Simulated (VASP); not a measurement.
GaN, 4 atoms in the cell. It takes space group P6_3mc (No. 186, hexagonal). Conventional cell: a = 3.183 Å, b = 3.183 Å, c = 5.184 Å, α = 90.00°, β = 90.00°, γ = 120.00°. Within 2.6 Å of Ga (site symmetry 3m) lie 4 N at 1.95 Å. N (site symmetry 3m) has 4 Ga at 1.95 Å within 2.6 Å. 

```yaml
Program: VASP 6.6.1
Task: single point
Functional: r2SCAN
Potentials_or_basis: VASP PAW PBE potentials, release 64 (Ga_d, N)
Cutoff: 520 eV
k_mesh: 8 × 8 × 4
Occupations: gaussian, width 0.01 eV
Spin: no spin polarisation
Dipole_correction: no
Further_INCAR_settings: ALGO = Normal; EDIFF = 1e-07; NBANDS = 26
```

Potentials or basis: VASP PAW PBE potentials, release 64 (Ga_d, N).

Launch:

```bash
$ cat potpaw_PBE.64/Ga_d/POTCAR potpaw_PBE.64/N/POTCAR > POTCAR
$ cp INCAR.step1 INCAR
$ mpirun -np 1 vasp_std > vasp.out
$ cp INCAR.step2 INCAR
$ mpirun -np 1 vasp_std > vasp.out
```

Hardware: 1 thread of Intel(R) Xeon(R) 6975P-C (Granite Rapids) (shared host).

How long does it take, and how much memory?

It took 62 s on 1 thread of Intel(R) Xeon(R) 6975P-C (Granite Rapids) (shared host), peak memory 0.18 GiB. Counts: k points 30.
